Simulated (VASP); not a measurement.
# Ge2Sb2Te5 (P-3m1) in VASP: single point with PBEsol

Aim: the single point of Ge2Sb2Te5 with PBEsol.

Everything below comes from runs of VASP 6.6.1. Logs are shortened: lines on timing, memory, paths and dates and some standing lists are left out, and cuts for length are marked.

### Step 1. The cell of the first run

It takes space group P-3m1 (No. 164, trigonal). The conventional cell has a = 4.202 Å, b = 4.202 Å, c = 17.115 Å, α = 90.00°, β = 90.00°, γ = 120.00°. Te (site symmetry -3m) has 6 Sb at 3.14 Å within 4.1 Å. Te (site symmetry 3m) has 3 Sb at 2.99 Å and 3 Ge at 3.17 Å within 3.9 Å. Te (site symmetry 3m) has 3 Ge at 2.81 Å and 3 Te at 3.65 Å within 3.7 Å. Sb (site symmetry 3m) has 6 Te at 2.99 to 3.14 Å within 3.9 Å. Within 3.7 Å of Ge (site symmetry 3m) lie 6 Te at 2.81 to 3.17 Å.

### Step 2. Single point, PBEsol

The input, INCAR:

```
SYSTEM = Ge2Sb2Te5
PREC = Accurate ; ENCUT = 520
EDIFF = 1E-6 ; ISMEAR = 0
SIGMA = 0.03 ; LREAL = .False.
LASPH = .True. ; NELM = 80
ALGO = Normal ; ISIF = 2
LWAVE = .False. ; LCHARG = .True.
GGA = PS ; LELF = .True.
LVHAR = .True. ; NBANDS = 44
```

The input, KPOINTS:

```
Automatic mesh
0
Gamma
  10 10 2
  0 0 0
```

The input, POSCAR:

```
Ge2Sb2Te5
1.0
    4.2020389161      0.0000000000      0.0000000000
   -2.1010194581      3.6390724491      0.0000000000
    0.0000000000      0.0000000000     17.1147626968
Te Sb Ge
5 2 2
Direct
    0.0000000000      0.0000000000      0.0000000000
    0.6666666667      0.3333333333      0.2188051247
    0.3333333333      0.6666666667      0.4204103623
    0.6666666667      0.3333333333      0.5795896377
    0.3333333333      0.6666666667      0.7811948753
    0.3333333333      0.6666666667      0.1167085656
    0.6666666667      0.3333333333      0.8832914344
    0.0000000000      0.0000000000      0.3378686793
    0.0000000000      0.0000000000      0.6621313207
```

Potentials or basis: VASP PAW PBE potentials, release 64 (Te, Sb, Ge_d).

Launch:

```sh
$ cat potpaw_PBE.64/Te/POTCAR potpaw_PBE.64/Sb/POTCAR potpaw_PBE.64/Ge_d/POTCAR > POTCAR
$ mpirun -np 1 vasp_std > vasp.out
```

OUTCAR:

```text
SYSTEM = Ge2Sb2Te5
   PREC = Accurate
   ENCUT = 520
   EDIFF = 1E-6
   ISMEAR = 0
   LREAL = .False.
   LASPH = .True.
   NELM = 80
   ISIF = 2
   GGA = PS

 ion  position               nearest neighbor table
   1  0.000  0.000  0.000-   6 3.14   7 3.14   7 3.14   6 3.14   7 3.14   6 3.14
   2  0.667  0.333  0.219-   6 2.99   6 2.99   6 2.99   8 3.17   8 3.17   8 3.17
   3  0.333  0.667  0.420-   8 2.81   8 2.81   8 2.81   4 3.65   4 3.65   4 3.65
   4  0.667  0.333  0.580-   9 2.81   9 2.81   9 2.81   3 3.65   3 3.65   3 3.65
   5  0.333  0.667  0.781-   7 2.99   7 2.99   7 2.99   9 3.17   9 3.17   9 3.17
   6  0.333  0.667  0.117-   2 2.99   2 2.99   2 2.99   1 3.14   1 3.14   1 3.14
   7  0.667  0.333  0.883-   5 2.99   5 2.99   5 2.99   1 3.14   1 3.14   1 3.14
   8  0.000  0.000  0.338-   3 2.81   3 2.81   3 2.81   2 3.17   2 3.17   2 3.17
   9  0.000  0.000  0.662-   4 2.81   4 2.81   4 2.81   5 3.17   5 3.17   5 3.17

  LATTYP: Found a hexagonal cell.
 ALAT       =     4.2020389161
 C/A-ratio  =     4.0729662525

  Lattice vectors:

 A1 = (   4.2020389161,   0.0000000000,   0.0000000000)
 A2 = (  -2.1010194581,   3.6390724491,   0.0000000000)
 A3 = (   0.0000000000,   0.0000000000,  17.1147626968)

Analysis of symmetry for initial positions (statically):
=====================================================================
 Subroutine PRICEL returns:
 Original cell was already a primitive cell.

 Routine SETGRP: Setting up the symmetry group for a
 hexagonal supercell.

 Subroutine GETGRP returns: Found 12 space group operations
 (whereof 12 operations were pure point group operations)
 out of a pool of 24 trial point group operations.

The static configuration has the point symmetry D_3d.

Analysis of symmetry for dynamics (positions and initial velocities):
=====================================================================
 Subroutine PRICEL returns:
 Original cell was already a primitive cell.

 Routine SETGRP: Setting up the symmetry group for a
 hexagonal supercell.

 Subroutine GETGRP returns: Found 12 space group operations
 (whereof 12 operations were pure point group operations)
 out of a pool of 24 trial point group operations.

The dynamic configuration has the point symmetry D_3d.

 Subroutine INISYM returns: Found 12 space group operations
 (whereof 12 operations are pure point group operations),
 and found     1 'primitive' translations

----------------------------------------------------------------------------------------

                                     Primitive cell

  volume of cell :     261.7108

  direct lattice vectors                    reciprocal lattice vectors
     4.202038916  0.000000000  0.000000000     0.237979709  0.137397649  0.000000000
    -2.101019458  3.639072449  0.000000000     0.000000000  0.274795299  0.000000000
     0.000000000  0.000000000 17.114762697     0.000000000  0.000000000  0.058429089

  length of vectors
     4.202038916  4.202038916 17.114762697     0.274795299  0.274795299  0.058429089

  position of ions in fractional coordinates (direct lattice)
     0.000000000  0.000000000  0.000000000
     0.666666667  0.333333333  0.218805125
     0.333333333  0.666666667  0.420410362
     0.666666667  0.333333333  0.579589638
     0.333333333  0.666666667  0.781194875
     0.333333333  0.666666667  0.116708566
     0.666666667  0.333333333  0.883291434
     0.000000000  0.000000000  0.337868679
     0.000000000  0.000000000  0.662131321

  ion indices of the primitive-cell ions
   primitive index   ion index
                 1           1
                 2           2
                 3           3
                 4           4
                 5           5
                 6           6
                 7           7
                 8           8
                 9           9

----------------------------------------------------------------------------------------

 KPOINTS: Automatic mesh

Automatic generation of k-mesh.
 Grid dimensions read from file:
 generate k-points for:   10   10    2

 Generating k-lattice:

  Cartesian coordinates                     Fractional coordinates (reciprocal lattice)
     0.023797971  0.013739765  0.000000000     0.100000000 -0.000000000  0.000000000
     0.000000000  0.027479530  0.000000000     0.000000000  0.100000000  0.000000000
     0.000000000  0.000000000  0.029214545     0.000000000  0.000000000  0.500000000

  Length of vectors
     0.027479530  0.027479530  0.029214545

  Shift w.r.t. Gamma in fractional coordinates (k-lattice)
     0.000000000  0.000000000  0.000000000

 Subroutine IBZKPT returns following result:
 ===========================================

 Found     28 irreducible k-points:

 Following reciprocal coordinates:
            Coordinates               Weight
  0.000000  0.000000  0.000000      1.000000
  0.100000  0.000000  0.000000      6.000000
  0.200000  0.000000  0.000000      6.000000
  0.300000  0.000000  0.000000      6.000000
  0.400000  0.000000  0.000000      6.000000
  0.500000  0.000000  0.000000      3.000000
[... 16 lines left out ...]
  0.300000  0.100000  0.500000     12.000000
  0.400000  0.100000  0.500000     12.000000
 [... further k-points ...]
   k-points           NKPTS =     28   k-points in BZ     NKDIM =     28   number of bands    NBANDS=     44
   number of dos      NEDOS =    301   number of ions     NIONS =      9
   total plane-waves  NPLWV = 131072
   dimension x,y,z NGX =    32 NGY =   32 NGZ =  128
   dimension x,y,z NGXF=    64 NGYF=   64 NGZF=  256
   ions per type =               5   2   2
   NGX,Y,Z   is equivalent  to a cutoff of  12.66, 12.66, 12.43 a.u.
   NGXF,Y,Z  is equivalent  to a cutoff of  25.32, 25.32, 24.87 a.u.
 SYSTEM =  Ge2Sb2Te5
   PREC   = accura    normal or accurate (medium, high low for compatibility)
   ISTART =      0    job   : 0-new  1-cont  2-samecut
   ICHARG =      2    charge: 1-file 2-atom 10-const
   ISPIN  =      1    spin polarized calculation?
   LNONCOLLINEAR =      F non collinear calculations
   LSORBIT =      F    spin-orbit coupling
   LASPH  =      T    aspherical Exc in radial PAW
   ENCUT  =  520.0 eV  38.22 Ry    6.18 a.u.   7.81  7.81 31.82*2*pi/ulx,y,z
   NELM   =     80;   NELMIN=  2; NELMDL= -5     # of ELM steps
   EDIFF  = 0.1E-05   stopping-criterion for ELM
   LREAL  =      F    real-space projection
   EDIFFG = 0.1E-04   stopping-criterion for IOM
   NSW    =      0    number of steps for IOM
   IBRION =     -1    ionic relax: 0-MD 1-quasi-New 2-CG
   NFREE  =      0    steps in history (QN), initial steepest desc. (CG)
   ISIF   =      2    stress and relaxation
   ISYM   =      2    0-nonsym 1-usesym 2-fastsym
   POTIM  = 0.5000    time-step for ionic-motion
   TEBEG  =    0.0;   TEEND  =   0.0 temperature during run
   PSTRESS=    0.0 pullay stress
   NELECT =      68.0000    total number of electrons
   NUPDOWN=      -1.0000    fix difference up-down
   EMIN   =  10.00;   EMAX   =-10.00  energy-range for DOS
   EFERMI =   0.00;   METHOD = LEGACY
   ISMEAR =     0;   SIGMA  =   0.03  broadening in eV -4-tet -1-fermi 0-gaus
   EFERMI_NEDOS =   21; number of points for ismear=-14 and -15
   IALGO  =     38    algorithm
   IMIX   =      4    mixing-type and parameters
     AMIX     =   0.40;   BMIX     =  1.00
     AMIX_MAG =   1.60;   BMIX_MAG =  1.00
  volume/ion in A,a.u.               =      29.08       196.23
  Fermi-wavevector in a.u.,A,eV,Ry     =   1.044649  1.974101 14.847936  1.091292
  Thomas-Fermi vector in A             =   2.179411
   LORBIT       =      0    0 simple, 1 ext, 2 COOP (PROOUT), +10 PAW based schemes
   GGA     = PS    functional components
   LHFCALC =     F    Hartree Fock is set to
   AEXX    =    0.0000 exact exchange contribution
   IVDW    =     0    specifies the selected vdW correction
   LEPSILON=     F    determine dielectric tensor
   LRPA    =     F    only Hartree local field effects (RPA)
 non-spin polarized calculation
 Gauss-broadening in eV      SIGMA  =   0.03
  energy-cutoff  :      520.00
  volume of cell :      261.71
 maximum number of plane-waves:      7082
 NGX is ok and might be reduce to    32
   NGX = 15   NGY = 15   NGZ = 63

 number of electron      68.0000040 magnetization

 Free energy of the ion-electron system (eV)
  ---------------------------------------------------
  ext. energy  EPLUGINS =         0.00000000
  ---------------------------------------------------
  free energy    TOTEN  =       -37.42834995 eV

  energy without entropy =      -37.42808507  energy(sigma->0) =      -37.42821751

 E-fermi :   6.6941     XC(G=0):  -9.7567

 val. band max:        6.6583057511   @ k =   0.1000   0.0000   0.0000
 cond. band min:       6.7213060271   @ k =   0.5000   0.0000   0.5000
 fundamental gap:      0.0630002760
 Fermi energy:         6.6941007389

 k-point     1 :       0.0000    0.0000    0.0000
  band No.  band energies     occupation
      1     -18.0760      2.00000
      2     -18.0760      2.00000
      3     -18.0759      2.00000
      4     -18.0759      2.00000
      5     -18.0632      2.00000
      6     -18.0632      2.00000
[... 36 lines left out ...]
     43       8.6161      0.00000
     44       8.9536      0.00000

 k-point     2 :       0.1000    0.0000    0.0000
  band No.  band energies     occupation
      1     -18.0762      2.00000
      2     -18.0762      2.00000
      3     -18.0757      2.00000
      4     -18.0757      2.00000
      5     -18.0634      2.00000
      6     -18.0634      2.00000
[... 36 lines left out ...]
     43       8.9363      0.00000
     44       9.1708      0.00000

 k-point     3 :       0.2000    0.0000    0.0000
  band No.  band energies     occupation
      1     -18.0769      2.00000
      2     -18.0769      2.00000
      3     -18.0750      2.00000
      4     -18.0750      2.00000
      5     -18.0638      2.00000
      6     -18.0637      2.00000
[... 36 lines left out ...]
     43       9.3759      0.00000
     44       9.7842      0.00000

 k-point     4 :       0.3000    0.0000    0.0000
  band No.  band energies     occupation
      1     -18.0777      2.00000
      2     -18.0777      2.00000
      3     -18.0742      2.00000
      4     -18.0742      2.00000
      5     -18.0642      2.00000
      6     -18.0642      2.00000
[... 882 lines left out ...]
     43       9.7441      0.00000
     44      10.0470      0.00000

 k-point    23 :       0.3000    0.1000    0.5000
  band No.  band energies     occupation
      1     -18.0780      2.00000
      2     -18.0780      2.00000
      3     -18.0740      2.00000
      4     -18.0740      2.00000
      5     -18.0643      2.00000
      6     -18.0643      2.00000
[... 36 lines left out ...]
     43       9.9221      0.00000
     44      10.2155      0.00000

 k-point    24 :       0.4000    0.1000    0.5000
  band No.  band energies     occupation
      1     -18.0784      2.00000
      2     -18.0784      2.00000
      3     -18.0737      2.00000
      4     -18.0737      2.00000
      5     -18.0645      2.00000
      6     -18.0645      2.00000
[... 36 lines left out ...]
     43      10.1851      0.00000
     44      10.2923      0.00000

 [... further k-points ...]
[... 5 lines left out ...]
  --------------------------------------------------------------------------------------
  -------------------------------------------------------------------------------------
  Total        0.2388943      0.2388943      0.2379293     -0.0000000     -0.0000000      0.0000000
  in kB        1.4624961      1.4624961      1.4565883     -0.0000000     -0.0000000      0.0000000
  external PRESSURE =       1.4605269 kB  Pullay stress =       0.0000000 kB

 VOLUME and BASIS-vectors are now :
 -----------------------------------------------------------------------------
  energy-cutoff  :      520.00
  volume of cell :      261.71
      direct lattice vectors                 reciprocal lattice vectors
     4.202038916  0.000000000  0.000000000     0.237979709  0.137397649  0.000000000
    -2.101019458  3.639072449  0.000000000     0.000000000  0.274795299  0.000000000
     0.000000000  0.000000000 17.114762697     0.000000000  0.000000000  0.058429089

 POSITION                                       TOTAL-FORCE (eV/Angst)
 -----------------------------------------------------------------------------------
      0.00000      0.00000      0.00000         0.000000      0.000000      0.000000
      2.10102      1.21302      3.74480         0.000000      0.000000      0.026853
     -0.00000      2.42605      7.19522        -0.000000      0.000000      0.020390
      2.10102      1.21302      9.91954         0.000000      0.000000     -0.020390
     -0.00000      2.42605     13.36996         0.000000     -0.000000     -0.026853
     -0.00000      2.42605      1.99744         0.000000     -0.000000     -0.022835
      2.10102      1.21302     15.11732         0.000000      0.000000      0.022835
      0.00000      0.00000      5.78254        -0.000000      0.000000     -0.016536
      0.00000      0.00000     11.33222         0.000000     -0.000000      0.016536
 -----------------------------------------------------------------------------------
    total drift:                                0.000000     -0.000000      0.000000

  FREE ENERGIE OF THE ION-ELECTRON SYSTEM (eV)
  ---------------------------------------------------
  free  energy   TOTEN  =       -37.4283499543 eV

  energy  without entropy=      -37.4280850689  energy(sigma->0) =      -37.42821751
```

It took 12 min on 1 thread of AMD EPYC 7R13, shared host; peak memory 0.51 GiB.

Results:

| Quantity | Value |
| --- | --- |
| Free energy | -37.4283 eV |
| Pressure | 0.1 GPa |
| Largest force | 0.027 eV/Å |
| Band gap on the k mesh | 0.06 eV, indirect (least direct gap 0.12 eV) |

Forces in eV/Å, atoms in the order of the input:
```
Te   0.000  0.000  0.000
Te   0.000  0.000  0.027
Te   0.000  0.000  0.020
Te   0.000  0.000 -0.020
Te   0.000  0.000 -0.027
Sb   0.000  0.000 -0.023
Sb   0.000  0.000  0.023
Ge   0.000  0.000 -0.017
Ge   0.000  0.000  0.017
```

Levels at points of the mesh, in eV from the valence-band top:
```tsv
k point	band 32	band 33	band 34	band 35	band 36	band 37
(0.00, 0.00, 0.00)	-1.23	-0.94	-0.03	0.09	0.09	0.62
(0.50, 0.00, 0.00)	-1.83	-1.14	-1.05	0.30	0.65	0.68
(0.00, 0.00, 0.50)	-1.45	-0.86	-0.04	0.14	0.14	0.64
(0.50, 0.00, 0.50)	-1.99	-1.63	-0.41	0.06	0.47	1.08
```

Caveat: the PAW data sets were made with another functional, which shifts forces and pressure a little; spin-orbit coupling is left out, which moves the levels of the heavy elements.
